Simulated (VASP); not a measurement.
# Ba3B2 (P-6m2) in VASP: relaxation of cell and atoms with PBE

Aim: the relaxation of cell and atoms of Ba3B2 with PBE.

Program: VASP 6.6.1. These are calculated values, not measurements. Logs are shortened: lines on timing, memory, paths and dates and some standing lists are left out, and cuts for length are marked.

## 1. The cell of the first run

It takes space group P-6m2 (No. 187, hexagonal). Conventional cell: a = 4.658 Å, b = 4.658 Å, c = 8.568 Å, α = 90.00°, β = 90.00°, γ = 120.00°. Ba (site symmetry 3m) has 6 B at 3.21 to 3.70 Å and 4 Ba at 3.49 to 3.70 Å within 4.2 Å. Within 3.5 Å of Ba (site symmetry -6m2) lie 3 B at 2.69 Å. B (site symmetry -6m2) has 8 Ba at 3.21 to 4.28 Å within 4.3 Å. B (site symmetry -6m2) has 3 Ba at 2.69 Å within 3.5 Å.

The cell was generated, and may not be a known phase.

## 2. Relaxation of cell and atoms, PBE

Input file INCAR:

```
PREC = Accurate ; ENCUT = 600
EDIFF = 1E-7 ; ISMEAR = 0
SIGMA = 0.1 ; LREAL = False
LASPH = True ; NELM = 60
ALGO = Fast ; ISIF = 3
LWAVE = False ; LCHARG = False
GGA = PE ; IBRION = 2
NSW = 100 ; EDIFFG = -0.01
```

Input file KPOINTS:

```
Automatic mesh
0
Gamma
  12 12 6
```

Input file POSCAR:

```
Ba3B2
1.0
    4.6579907330      0.0000000000      0.0000000000
   -2.3289953665      4.0339383053      0.0000000000
    0.0000000000      0.0000000000      8.5684684363
Ba B
3 2
Direct
    0.6666666667      0.3333333333      0.2035776490
    0.6666666667      0.3333333333      0.7964223510
    0.0000000000      0.0000000000      0.5000000000
    0.0000000000      0.0000000000      0.0000000000
    0.3333333333      0.6666666667      0.5000000000
```

Potentials or basis: VASP PAW PBE potentials, release 64 (Ba_sv, B).

On the command line:

```bash
$ cat potpaw_PBE.64/Ba_sv/POTCAR potpaw_PBE.64/B/POTCAR > POTCAR
$ mpirun -np 1 vasp_std > vasp.out
```

OUTCAR:

```text
PREC = Accurate
   ENCUT = 600
   EDIFF = 1E-7
   ISMEAR = 0
   LREAL = False
   LASPH = True
   NELM = 60
   ISIF = 3
   GGA = PE
   IBRION = 2
   NSW = 100
   EDIFFG = -0.01

 ion  position               nearest neighbor table
   1  0.667  0.333  0.204-   4 3.21   4 3.21   4 3.21   2 3.49   3 3.70   3 3.70   3 3.70
   2  0.667  0.333  0.796-   4 3.21   4 3.21   4 3.21   1 3.49   3 3.70   3 3.70   3 3.70
   3  0.000  0.000  0.500-   5 2.69   5 2.69   5 2.69   1 3.70   2 3.70   2 3.70   1 3.70   2 3.70
                             1 3.70
   4  0.000  0.000  0.000-   1 3.21   2 3.21   1 3.21   2 3.21   1 3.21   2 3.21
   5  0.333  0.667  0.500-   3 2.69   3 2.69   3 2.69

  LATTYP: Found a hexagonal cell.
 ALAT       =     4.6579907330
 C/A-ratio  =     1.8395202841

  Lattice vectors:

 A1 = (   4.6579907330,   0.0000000000,   0.0000000000)
 A2 = (  -2.3289953665,   4.0339383053,   0.0000000000)
 A3 = (   0.0000000000,   0.0000000000,   8.5684684363)

Analysis of symmetry for initial positions (statically):
=====================================================================
 Subroutine PRICEL returns:
 Original cell was already a primitive cell.

 Routine SETGRP: Setting up the symmetry group for a
 hexagonal supercell.

 Subroutine GETGRP returns: Found 12 space group operations
 (whereof 12 operations were pure point group operations)
 out of a pool of 24 trial point group operations.

The static configuration has the point symmetry D_3h.

Analysis of symmetry for dynamics (positions and initial velocities):
=====================================================================
 Subroutine PRICEL returns:
 Original cell was already a primitive cell.

 Routine SETGRP: Setting up the symmetry group for a
 hexagonal supercell.

 Subroutine GETGRP returns: Found 12 space group operations
 (whereof 12 operations were pure point group operations)
 out of a pool of 24 trial point group operations.

The dynamic configuration has the point symmetry D_3h.

 Subroutine INISYM returns: Found 12 space group operations
 (whereof 12 operations are pure point group operations),
 and found     1 'primitive' translations

----------------------------------------------------------------------------------------

                                     Primitive cell

  volume of cell :     161.0019

  direct lattice vectors                    reciprocal lattice vectors
     4.657990733  0.000000000  0.000000000     0.214684841  0.123948351  0.000000000
    -2.328995367  4.033938305  0.000000000     0.000000000  0.247896702  0.000000000
     0.000000000  0.000000000  8.568468436     0.000000000  0.000000000  0.116706971

  length of vectors
     4.657990733  4.657990733  8.568468436     0.247896702  0.247896702  0.116706971

  position of ions in fractional coordinates (direct lattice)
     0.666666667  0.333333333  0.203577649
     0.666666667  0.333333333  0.796422351
     0.000000000  0.000000000  0.500000000
     0.000000000  0.000000000  0.000000000
     0.333333333  0.666666667  0.500000000

  ion indices of the primitive-cell ions
   primitive index   ion index
                 1           1
                 2           2
                 3           3
                 4           4
                 5           5

----------------------------------------------------------------------------------------

 KPOINTS: Automatic mesh

Automatic generation of k-mesh.
 Grid dimensions read from file:
 generate k-points for:   12   12    6

 Generating k-lattice:

  Cartesian coordinates                     Fractional coordinates (reciprocal lattice)
     0.017890403  0.010329029  0.000000000     0.083333333  0.000000000  0.000000000
     0.000000000  0.020658058  0.000000000     0.000000000  0.083333333  0.000000000
     0.000000000  0.000000000  0.019451162     0.000000000  0.000000000  0.166666667

  Length of vectors
     0.020658058  0.020658058  0.019451162

  Shift w.r.t. Gamma in fractional coordinates (k-lattice)
     0.000000000  0.000000000  0.000000000

 Subroutine IBZKPT returns following result:
 ===========================================

 Found     76 irreducible k-points:

 Following reciprocal coordinates:
            Coordinates               Weight
  0.000000  0.000000  0.000000      1.000000
  0.083333  0.000000  0.000000      6.000000
  0.166667  0.000000  0.000000      6.000000
  0.250000  0.000000  0.000000      6.000000
  0.333333  0.000000  0.000000      6.000000
  0.416667 -0.000000  0.000000      6.000000
[... 16 lines left out ...]
  0.250000  0.000000  0.166667     12.000000
  0.333333  0.000000  0.166667     12.000000
 [... further k-points ...]
   k-points           NKPTS =     76   k-points in BZ     NKDIM =     76   number of bands    NBANDS=     22
   number of dos      NEDOS =    301   number of ions     NIONS =      5
   total plane-waves  NPLWV = 112000
   dimension x,y,z NGX =    40 NGY =   40 NGZ =   70
   dimension x,y,z NGXF=    80 NGYF=   80 NGZF=  140
   ions per type =               3   2
   NGX,Y,Z   is equivalent  to a cutoff of  14.28, 14.28, 13.58 a.u.
   NGXF,Y,Z  is equivalent  to a cutoff of  28.55, 28.55, 27.16 a.u.
 SYSTEM =  unknown system
   PREC   = accura    normal or accurate (medium, high low for compatibility)
   ISTART =      0    job   : 0-new  1-cont  2-samecut
   ICHARG =      2    charge: 1-file 2-atom 10-const
   ISPIN  =      1    spin polarized calculation?
   LNONCOLLINEAR =      F non collinear calculations
   LSORBIT =      F    spin-orbit coupling
   LASPH  =      T    aspherical Exc in radial PAW
   ENCUT  =  600.0 eV  44.10 Ry    6.64 a.u.   9.30  9.30 17.11*2*pi/ulx,y,z
   NELM   =     60;   NELMIN=  2; NELMDL= -5     # of ELM steps
   EDIFF  = 0.1E-06   stopping-criterion for ELM
   LREAL  =      F    real-space projection
   EDIFFG = -.1E-01   stopping-criterion for IOM
   NSW    =    100    number of steps for IOM
   IBRION =      2    ionic relax: 0-MD 1-quasi-New 2-CG
   NFREE  =      1    steps in history (QN), initial steepest desc. (CG)
   ISIF   =      3    stress and relaxation
   ISYM   =      2    0-nonsym 1-usesym 2-fastsym
   POTIM  = 0.5000    time-step for ionic-motion
   TEBEG  =    0.0;   TEEND  =   0.0 temperature during run
   PSTRESS=    0.0 pullay stress
   NELECT =      36.0000    total number of electrons
   NUPDOWN=      -1.0000    fix difference up-down
   EMIN   =  10.00;   EMAX   =-10.00  energy-range for DOS
   EFERMI =   0.00;   METHOD = LEGACY
   ISMEAR =     0;   SIGMA  =   0.10  broadening in eV -4-tet -1-fermi 0-gaus
   EFERMI_NEDOS =   21; number of points for ismear=-14 and -15
   IALGO  =     68    algorithm
   IMIX   =      4    mixing-type and parameters
     AMIX     =   0.40;   BMIX     =  1.00
     AMIX_MAG =   1.60;   BMIX_MAG =  1.00
  volume/ion in A,a.u.               =      32.20       217.30
  Fermi-wavevector in a.u.,A,eV,Ry     =   0.993647  1.877720 13.433490  0.987334
  Thomas-Fermi vector in A             =   2.125543
   LORBIT       =      0    0 simple, 1 ext, 2 COOP (PROOUT), +10 PAW based schemes
   GGA     = PE    functional components
   LHFCALC =     F    Hartree Fock is set to
   AEXX    =    0.0000 exact exchange contribution
   IVDW    =     0    specifies the selected vdW correction
   LEPSILON=     F    determine dielectric tensor
   LRPA    =     F    only Hartree local field effects (RPA)
 conjugate gradient relaxation of ions
 non-spin polarized calculation
 RMM-DIIS sequential band-by-band and
 Gauss-broadening in eV      SIGMA  =   0.10
  energy-cutoff  :      600.00
  volume of cell :      161.00
 maximum number of plane-waves:      5404
 NGX is ok and might be reduce to    40
   NGX = 19   NGY = 19   NGZ = 35

--------------------------------------- Ionic step        1  -------------------------------------------

 number of electron      35.9999999 magnetization

 Free energy of the ion-electron system (eV)
  ---------------------------------------------------
  ext. energy  EPLUGINS =         0.00000000
  ---------------------------------------------------
  free energy    TOTEN  =       -14.36514858 eV

  energy without entropy =      -14.33859385  energy(sigma->0) =      -14.35187122

------------------------ aborting loop because EDIFF is reached ----------------------------------------

  FORCE on cell =-STRESS in cart. coord.  units (eV):
  Direction    XX          YY          ZZ          XY          YZ          ZX
  --------------------------------------------------------------------------------------
  -------------------------------------------------------------------------------------
  Total        0.5147986      0.5147986      0.3525377      0.0000000      0.0000000      0.0000000
  in kB        5.1229113      5.1229113      3.5082056      0.0000000      0.0000000      0.0000000
  external PRESSURE =       4.5846761 kB  Pullay stress =       0.0000000 kB
[... 98 lines left out ...]
  FREE ENERGIE OF THE ION-ELECTRON SYSTEM (eV)
  ---------------------------------------------------
  free  energy   TOTEN  =       -14.3691370966 eV

  energy  without entropy=      -14.3418759750  energy(sigma->0) =      -14.35550654

[... ionic steps 4 to 7 ...]

--------------------------------------- Ionic step        8  -------------------------------------------

 number of electron      35.9999999 magnetization

------------------------ aborting loop because EDIFF is reached ----------------------------------------

  FORCE on cell =-STRESS in cart. coord.  units (eV):
  Direction    XX          YY          ZZ          XY          YZ          ZX
  --------------------------------------------------------------------------------------
  -------------------------------------------------------------------------------------
  Total        0.0037088      0.0037088     -0.0002898      0.0000000      0.0000000      0.0000000
  in kB        0.0361965      0.0361965     -0.0028284      0.0000000      0.0000000      0.0000000
  external PRESSURE =       0.0231882 kB  Pullay stress =       0.0000000 kB
[... 63 lines left out ...]
  energy  without entropy=      -14.3424950293  energy(sigma->0) =      -14.35602720

--------------------------------------- Ionic step       10  -------------------------------------------

 number of electron      35.9999999 magnetization

 Free energy of the ion-electron system (eV)
  ---------------------------------------------------
  ext. energy  EPLUGINS =         0.00000000
  ---------------------------------------------------
  free energy    TOTEN  =       -14.36959653 eV

  energy without entropy =      -14.34248852  energy(sigma->0) =      -14.35604252

 E-fermi :   2.1323     XC(G=0):  -8.5581

 val. band max:        2.1310620477   @ k =   0.4167  -0.0000   0.1667
 cond. band min:       2.1345200513   @ k =   0.1667   0.0833   0.0000
 fundamental gap:      0.0034580035
 Fermi energy:         2.1323022951

 k-point     1 :       0.0000    0.0000    0.0000
  band No.  band energies     occupation
      1     -26.0473      2.00000
      2     -25.9218      2.00000
      3     -25.3138      2.00000
      4     -11.8284      2.00000
      5     -11.3627      2.00000
      6     -11.1626      2.00000
[... 574 lines left out ...]
      6     -11.3004      2.00000
[... 14 lines left out ...]
     21       3.4293      0.00000
     22       4.1406      0.00000

 [... further k-points ...]

------------------------ aborting loop because EDIFF is reached ----------------------------------------

  FORCE on cell =-STRESS in cart. coord.  units (eV):
  Direction    XX          YY          ZZ          XY          YZ          ZX
  --------------------------------------------------------------------------------------
  -------------------------------------------------------------------------------------
  Total        0.0002307      0.0002307     -0.0090737      0.0000000     -0.0000000      0.0000000
  in kB        0.0022504      0.0022504     -0.0884935      0.0000000     -0.0000000      0.0000000
  external PRESSURE =      -0.0279976 kB  Pullay stress =       0.0000000 kB
[... 20 lines left out ...]
  FREE ENERGIE OF THE ION-ELECTRON SYSTEM (eV)
  ---------------------------------------------------
  free  energy   TOTEN  =       -14.3695965329 eV

  energy  without entropy=      -14.3424885162  energy(sigma->0) =      -14.35604252

 reached required accuracy - stopping structural energy minimisation
```

It took 57 min on 1 thread of Intel Xeon Platinum 8488C (Sapphire Rapids), shared host; peak memory 0.58 GiB.

What came out:

- Free energy: -14.3696 eV
- Relaxed volume: 32.86 Å³/atom
- Relaxed cell: a = 4.682 Å, b = 4.682 Å, c = 8.652 Å, α = 90.00°, β = 90.00°, γ = 120.00°
- Space group after relaxing (to 0.1 Å): P-6m2 (No. 187)
- Energy gained by relaxing: 0.9 meV/atom
- Ionic steps: 10
- Pressure after relaxing: 0.0 GPa
- Largest force after relaxing: 0.008 eV/Å
- Band gap on the k mesh: zero (bands 18 and 19 overlap by 0.45 eV)

Forces in eV/Å, atoms in the order of the input:
```
Ba   0.000  0.000 -0.008
Ba   0.000  0.000  0.008
Ba   0.000  0.000  0.000
B    0.000  0.000  0.000
B    0.000  0.000  0.000
```

The path:
| step | energy change (eV) | largest force (eV/Å) | pressure (GPa) | volume (Å³) |
| --- | --- | --- | --- | --- |
| 1 | 0.0000 | 0.0119 | 0.46 | 161.00 |
| 2 | -0.0038 | 0.0171 | 0.11 | 163.16 |
| 3 | -0.0040 | 0.0186 | 0.00 | 163.87 |
| 4 | -0.0040 | 0.0184 | 0.00 | 163.79 |
| 5 | -0.0040 | 0.0182 | 0.03 | 163.64 |
| 6 | -0.0040 | 0.0184 | 0.01 | 163.74 |
| 7 | -0.0042 | 0.0173 | 0.01 | 163.84 |
| 8 | -0.0044 | 0.0155 | 0.00 | 164.16 |
| 9 | -0.0044 | 0.0151 | 0.00 | 164.24 |
| 10 | -0.0044 | 0.0075 | 0.00 | 164.28 |

Final structure:
```
Ba B
1.0
     4.68238    0.00000    0.00000
    -2.34119    4.05506    0.00000
     0.00000    0.00000    8.65202
Ba B
3 2
Direct
  0.66667 0.33333 0.20279
  0.66667 0.33333 0.79721
  0.00000 0.00000 0.50000
  0.00000 0.00000 0.00000
  0.33333 0.66667 0.50000
```

Caveat: spin-orbit coupling is left out, which moves the levels of the heavy elements.
